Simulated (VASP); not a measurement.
# Ag (I4_1/amd) in VASP: further runs

The runs below take Ag through relaxation of shape and atoms at fixed volume, relaxation of cell and atoms, with PBE.

All numbers are computed with VASP 6.6.1; they aren't measurements. Logs are shortened: lines on timing, memory, paths and dates and some standing lists are left out, and cuts for length are marked.

### 1 The cell of the first run

The structure is tetragonal, space group I4_1/amd (No. 141). The conventional cell has a = 5.138 Å, b = 5.138 Å, c = 2.694 Å, α = 90.00°, β = 90.00°, γ = 90.00°. Ag (site symmetry -4m2) has 10 Ag at 2.66 to 3.27 Å within 3.5 Å.

### 2 Relaxation of shape and atoms at fixed volume, PBE

INCAR reads:

```
PREC = Accurate ; ENCUT = 600
EDIFF = 1E-6 ; ISMEAR = -1
SIGMA = 0.1 ; LREAL = False
LASPH = True ; NELM = 80
ALGO = Normal ; ISIF = 4
LWAVE = False ; LCHARG = False
GGA = PE ; IBRION = 2
NSW = 50 ; EDIFFG = -0.005
```

KPOINTS reads:

```
Automatic mesh
0
Gamma
  15 15 15
```

POSCAR reads:

```
Ag
1.0
   -2.5690616985      2.5690616985      1.3468645739
    2.5690616985     -2.5690616985      1.3468645739
    2.5690616985      2.5690616985     -1.3468645739
Ag
2
Direct
   -0.3750000000     -0.1250000000     -0.2500000000
    0.3750000000      0.1250000000      0.2500000000
```

Potentials or basis: VASP PAW PBE potentials, release 64 (Ag).

On the command line:

```sh
$ cat potpaw_PBE.64/Ag/POTCAR > POTCAR
$ mpirun -np 1 vasp_std > vasp.out
```

OUTCAR:

```text
PREC = Accurate
   ENCUT = 600
   EDIFF = 1E-6
   ISMEAR = -1
   LREAL = False
   LASPH = True
   NELM = 80
   ISIF = 4
   GGA = PE
   IBRION = 2
   NSW = 50
   EDIFFG = -0.005

 ion  position               nearest neighbor table
   1  0.625  0.875  0.750-   2 2.66   2 2.66   2 2.66   2 2.66   2 3.27   2 3.27   2 3.27   2 3.27

   2  0.375  0.125  0.250-   1 2.66   1 2.66   1 2.66   1 2.66   1 3.27   1 3.27   1 3.27   1 3.27

  LATTYP: Found a body centered tetragonal cell.
 ALAT       =     5.1381233970
 C/A-ratio  =     0.5242632260

  Lattice vectors:

 A1 = (  -2.5690616985,   2.5690616985,   1.3468645739)
 A2 = (   2.5690616985,  -2.5690616985,   1.3468645739)
 A3 = (   2.5690616985,   2.5690616985,  -1.3468645739)

Analysis of symmetry for initial positions (statically):
=====================================================================
 Subroutine PRICEL returns:
 Original cell was already a primitive cell.

 Routine SETGRP: Setting up the symmetry group for a
 body centered tetragonal supercell.

 Subroutine GETGRP returns: Found 16 space group operations
 (whereof  4 operations were pure point group operations)
 out of a pool of 16 trial point group operations.

The static configuration has the point symmetry C_2h.
 The point group associated with its full space group is D_4h.

Analysis of symmetry for dynamics (positions and initial velocities):
=====================================================================
 Subroutine PRICEL returns:
 Original cell was already a primitive cell.

 Routine SETGRP: Setting up the symmetry group for a
 body centered tetragonal supercell.

 Subroutine GETGRP returns: Found 16 space group operations
 (whereof  4 operations were pure point group operations)
 out of a pool of 16 trial point group operations.

The dynamic configuration has the point symmetry C_2h.
 The point group associated with its full space group is D_4h.

 Subroutine INISYM returns: Found 16 space group operations
 (whereof  4 operations are pure point group operations),
 and found     1 'primitive' translations

----------------------------------------------------------------------------------------

                                     Primitive cell

  volume of cell :      35.5576

  direct lattice vectors                    reciprocal lattice vectors
    -2.569061699  2.569061699  1.346864574     0.000000000  0.194623586  0.371232572
     2.569061699 -2.569061699  1.346864574     0.194623586  0.000000000  0.371232572
     2.569061699  2.569061699 -1.346864574     0.194623586  0.194623586  0.000000000

  length of vectors
     3.874816151  3.874816151  3.874816151     0.419156251  0.419156251  0.275239315

  position of ions in fractional coordinates (direct lattice)
     0.625000000  0.875000000  0.750000000
     0.375000000  0.125000000  0.250000000

  ion indices of the primitive-cell ions
   primitive index   ion index
                 1           1
                 2           2

----------------------------------------------------------------------------------------

 KPOINTS: Automatic mesh

Automatic generation of k-mesh.
 Grid dimensions read from file:
 generate k-points for:   15   15   15

 Generating k-lattice:

  Cartesian coordinates                     Fractional coordinates (reciprocal lattice)
     0.000000000  0.012974906  0.024748838     0.066666667  0.000000000  0.000000000
     0.012974906  0.000000000  0.024748838     0.000000000  0.066666667  0.000000000
     0.012974906  0.012974906  0.000000000     0.000000000  0.000000000  0.066666667

  Length of vectors
     0.027943750  0.027943750  0.018349288

  Shift w.r.t. Gamma in fractional coordinates (k-lattice)
     0.000000000  0.000000000  0.000000000

 Subroutine IBZKPT returns following result:
 ===========================================

 Found    288 irreducible k-points:

 Following reciprocal coordinates:
            Coordinates               Weight
  0.000000  0.000000  0.000000      1.000000
  0.066667  0.000000  0.000000      8.000000
  0.133333  0.000000 -0.000000      8.000000
  0.200000  0.000000 -0.000000      8.000000
  0.266667  0.000000 -0.000000      8.000000
  0.333333  0.000000 -0.000000      8.000000
[... 16 lines left out ...]
  0.133333  0.133333 -0.000000      8.000000
  0.200000  0.133333 -0.000000     16.000000
 [... further k-points ...]
   k-points           NKPTS =    288   k-points in BZ     NKDIM =    288   number of bands    NBANDS=     15
   number of dos      NEDOS =    301   number of ions     NIONS =      2
   total plane-waves  NPLWV =  32768
   dimension x,y,z NGX =    32 NGY =   32 NGZ =   32
   dimension x,y,z NGXF=    64 NGYF=   64 NGZF=   64
   ions per type =               2
   NGX,Y,Z   is equivalent  to a cutoff of  13.73, 13.73, 13.73 a.u.
   NGXF,Y,Z  is equivalent  to a cutoff of  27.46, 27.46, 27.46 a.u.
 SYSTEM =  unknown system
   PREC   = accura    normal or accurate (medium, high low for compatibility)
   ISTART =      0    job   : 0-new  1-cont  2-samecut
   ICHARG =      2    charge: 1-file 2-atom 10-const
   ISPIN  =      1    spin polarized calculation?
   LNONCOLLINEAR =      F non collinear calculations
   LSORBIT =      F    spin-orbit coupling
   LASPH  =      T    aspherical Exc in radial PAW
   ENCUT  =  600.0 eV  44.10 Ry    6.64 a.u.   7.74  7.74  7.74*2*pi/ulx,y,z
   NELM   =     80;   NELMIN=  2; NELMDL= -5     # of ELM steps
   EDIFF  = 0.1E-05   stopping-criterion for ELM
   LREAL  =      F    real-space projection
   EDIFFG = -.5E-02   stopping-criterion for IOM
   NSW    =     50    number of steps for IOM
   IBRION =      2    ionic relax: 0-MD 1-quasi-New 2-CG
   NFREE  =      1    steps in history (QN), initial steepest desc. (CG)
   ISIF   =      4    stress and relaxation
   ISYM   =      2    0-nonsym 1-usesym 2-fastsym
   POTIM  = 0.5000    time-step for ionic-motion
   TEBEG  =    0.0;   TEEND  =   0.0 temperature during run
   PSTRESS=    0.0 pullay stress
   NELECT =      22.0000    total number of electrons
   NUPDOWN=      -1.0000    fix difference up-down
   EMIN   =  10.00;   EMAX   =-10.00  energy-range for DOS
   EFERMI =   0.00;   METHOD = LEGACY
   ISMEAR =    -1;   SIGMA  =   0.10  broadening in eV -4-tet -1-fermi 0-gaus
   EFERMI_NEDOS =   21; number of points for ismear=-14 and -15
   IALGO  =     38    algorithm
   IMIX   =      4    mixing-type and parameters
     AMIX     =   0.40;   BMIX     =  1.00
     AMIX_MAG =   1.60;   BMIX_MAG =  1.00
  volume/ion in A,a.u.               =      17.78       119.98
  Fermi-wavevector in a.u.,A,eV,Ry     =   1.394991  2.636151 26.476935  1.946000
  Thomas-Fermi vector in A             =   2.518486
   LORBIT       =      0    0 simple, 1 ext, 2 COOP (PROOUT), +10 PAW based schemes
   GGA     = PE    functional components
   LHFCALC =     F    Hartree Fock is set to
   AEXX    =    0.0000 exact exchange contribution
   IVDW    =     0    specifies the selected vdW correction
   LEPSILON=     F    determine dielectric tensor
   LRPA    =     F    only Hartree local field effects (RPA)
 conjugate gradient relaxation of ions
 non-spin polarized calculation
  energy-cutoff  :      600.00
  volume of cell :       35.56
 maximum number of plane-waves:      1214
   NGX = 15   NGY = 15   NGZ = 15

--------------------------------------- Ionic step        1  -------------------------------------------

 number of electron      21.9999997 magnetization

 Free energy of the ion-electron system (eV)
  ---------------------------------------------------
  ext. energy  EPLUGINS =         0.00000000
  ---------------------------------------------------
  free energy    TOTEN  =        -4.85173834 eV

  energy without entropy =       -4.83424295  energy(sigma->0) =       -4.84299065

------------------------ aborting loop because EDIFF is reached ----------------------------------------

  FORCE on cell =-STRESS in cart. coord.  units (eV):
  Direction    XX          YY          ZZ          XY          YZ          ZX
  --------------------------------------------------------------------------------------
  -------------------------------------------------------------------------------------
  Total        2.2147003      2.2147003      2.4109120      0.0000000     -0.0000000     -0.0000000
  in kB       99.7912705     99.7912705    108.6322958      0.0000000     -0.0000000     -0.0000000
  external PRESSURE =     102.7382789 kB  Pullay stress =       0.0000000 kB
[... 57 lines left out ...]
  energy  without entropy=       -4.8347991487  energy(sigma->0) =       -4.84340131

--------------------------------------- Ionic step        3  -------------------------------------------

 number of electron      21.9999998 magnetization

 Free energy of the ion-electron system (eV)
  ---------------------------------------------------
  ext. energy  EPLUGINS =         0.00000000
  ---------------------------------------------------
  free energy    TOTEN  =        -4.85200879 eV

  energy without entropy =       -4.83477147  energy(sigma->0) =       -4.84339013

 E-fermi :   7.8783     XC(G=0): -11.9032

 val. band max:        7.8771181034   @ k =   0.3333   0.3333   0.0667
 cond. band min:       7.8950376933   @ k =  -0.4000   0.2667   0.0667
 fundamental gap:      0.0179195898
 Fermi energy:         7.8782664141

 k-point     1 :       0.0000    0.0000    0.0000
  band No.  band energies     occupation
      1       0.4401      2.00000
      2       1.4887      2.00000
      3       1.7343      2.00000
      4       2.0733      2.00000
      5       2.2731      2.00000
      6       4.2749      2.00000
      7       4.2749      2.00000
      8       4.3100      2.00000
      9       4.3100      2.00000
     10       4.9959      2.00000
     11       5.6470      2.00000
     12      12.1882      0.00000
     13      12.1882      0.00000
     14      17.2920      0.00000
     15      18.5450      0.00000
[... 397 lines left out ...]
 k-point    24 :       0.2000    0.1333   -0.0000
  band No.  band energies     occupation
      1       1.9024      2.00000
      2       2.0089      2.00000
      3       2.3054      2.00000
      4       2.8585      2.00000
      5       2.9808      2.00000
      6       3.4087      2.00000
      7       3.5583      2.00000
      8       4.5016      2.00000
      9       4.7220      2.00000
     10       4.8900      2.00000
     11       5.3683      2.00000
     12      13.1019      0.00000
     13      15.4216      0.00000
     14      16.5445      0.00000
     15      18.5498      0.00000

 [... further k-points ...]

------------------------ aborting loop because EDIFF is reached ----------------------------------------

  FORCE on cell =-STRESS in cart. coord.  units (eV):
  Direction    XX          YY          ZZ          XY          YZ          ZX
  --------------------------------------------------------------------------------------
  -------------------------------------------------------------------------------------
  Total        2.2750157      2.2750157      2.2748215      0.0000000      0.0000000      0.0000000
  in kB      102.5089997    102.5089997    102.5002465      0.0000000      0.0000000      0.0000000
  external PRESSURE =     102.5060820 kB  Pullay stress =       0.0000000 kB
[... 17 lines left out ...]
  FREE ENERGIE OF THE ION-ELECTRON SYSTEM (eV)
  ---------------------------------------------------
  free  energy   TOTEN  =        -4.8520087855 eV

  energy  without entropy=       -4.8347714697  energy(sigma->0) =       -4.84339013

 reached required accuracy - stopping structural energy minimisation
```

Wall time 6.4 min (1 thread of Oxide Virtual Turin-like, shared host); peak memory 0.27 GiB.

What came out:

* Free energy: -4.8520 eV
* Energy gained by relaxing: 0.1 meV/atom
* Ionic steps: 3
* Pressure after relaxing: 10.3 GPa
* Band gap on the k mesh: zero (bands 11 and 12 overlap by 5.57 eV)

The path:
| step | energy change (eV) | largest force (eV/Å) | pressure (GPa) | volume (Å³) |
| --- | --- | --- | --- | --- |
| 1 | 0.0000 | 0.0000 | 10.27 | 35.56 |
| 2 | -0.0003 | 0.0000 | 10.25 | 35.56 |
| 3 | -0.0003 | 0.0000 | 10.25 | 35.56 |

Final structure:
```yaml
crystal:
  lattice:
    - [-2.56549, 2.56549, 1.35062]
    - [2.56549, -2.56549, 1.35062]
    - [2.56549, 2.56549, -1.35062]
  atoms:
    - { symbol: Ag, position: [0.62500, 0.87500, 0.75000] }
    - { symbol: Ag, position: [0.37500, 0.12500, 0.25000] }
```

Levels at points of the mesh, in eV from the Fermi level:
```csv
k point,band 9,band 10,band 11,band 12,band 13,band 14
"(0.00, 0.00, 0.00)",-3.57,-2.88,-2.23,4.31,4.31,9.41
```

### 3 Relaxation of cell and atoms, PBE

This run uses another cell than the first one, of 18.36 Å³/atom.

INCAR reads:

```
SYSTEM = Ag
PREC = Accurate ; ENCUT = 600
EDIFF = 1E-6 ; ISMEAR = -1
SIGMA = 0.1 ; LREAL = .FALSE.
LASPH = .TRUE. ; NELM = 100
ALGO = Normal ; ISIF = 3
LWAVE = .FALSE. ; LCHARG = .FALSE.
GGA = PE ; IBRION = 2
NSW = 60 ; EDIFFG = -0.005
```

KPOINTS reads:

```
regular mesh
0
G
  15 15 15
  0 0 0
```

POSCAR reads:

```
Ag
1.0
   -2.5557344181      2.5557344181      1.4056539300
    2.5557344181     -2.5557344181      1.4056539300
    2.5557344181      2.5557344181     -1.4056539300
Ag
2
Direct
   -0.3750000000     -0.1250000000     -0.2500000000
    0.3750000000      0.1250000000      0.2500000000
```

Potentials or basis: VASP PAW PBE potentials, release 64 (Ag).

On the command line:

```sh
$ cat potpaw_PBE.64/Ag/POTCAR > POTCAR
$ mpirun -np 1 vasp_std > vasp.out
```

It took 15 min on 1 thread of Oxide Virtual Turin-like, shared host; peak memory 0.29 GiB.

Results (log left out):

- Free energy: -4.9632 eV
- Relaxed volume: 19.72 Å³/atom
- Relaxed cell: a = 4.011 Å, b = 4.011 Å, c = 4.011 Å, α = 96.94°, β = 96.94°, γ = 139.32°
- Space group after relaxing (to 0.1 Å): I4_1/amd (No. 141)
- Energy gained by relaxing: 38.6 meV/atom
- Ionic steps: 7
- Pressure after relaxing: 0.0 GPa
- Band gap on the k mesh: zero (bands 11 and 12 overlap by 5.14 eV)

The path:
| step | energy change (eV) | largest force (eV/Å) | pressure (GPa) | volume (Å³) |
| --- | --- | --- | --- | --- |
| 1 | 0.0000 | 0.0000 | 6.64 | 36.73 |
| 2 | -0.0651 | 0.0000 | -2.43 | 40.90 |
| 3 | -0.0732 | 0.0000 | -0.55 | 39.72 |
| 4 | -0.0770 | 0.0000 | -0.04 | 39.46 |
| 5 | -0.0771 | 0.0000 | 0.08 | 39.40 |
| 6 | -0.0771 | 0.0000 | 0.08 | 39.39 |
| 7 | -0.0771 | 0.0000 | -0.02 | 39.44 |

Final structure:
```
CELL_PARAMETERS angstrom
-2.65929 2.65929 1.39419
2.65929 -2.65929 1.39419
2.65929 2.65929 -1.39419
ATOMIC_POSITIONS crystal
Ag 0.62500 0.87500 0.75000
Ag 0.37500 0.12500 0.25000
```

Levels at points of the mesh, in eV from the Fermi level:
```tsv
k point	band 8	band 9	band 10	band 11	band 12	band 13	band 14	band 15
(0.00, 0.00, 0.00)	-3.43	-3.43	-2.88	-2.33	4.15	4.15	8.22	10.00
```
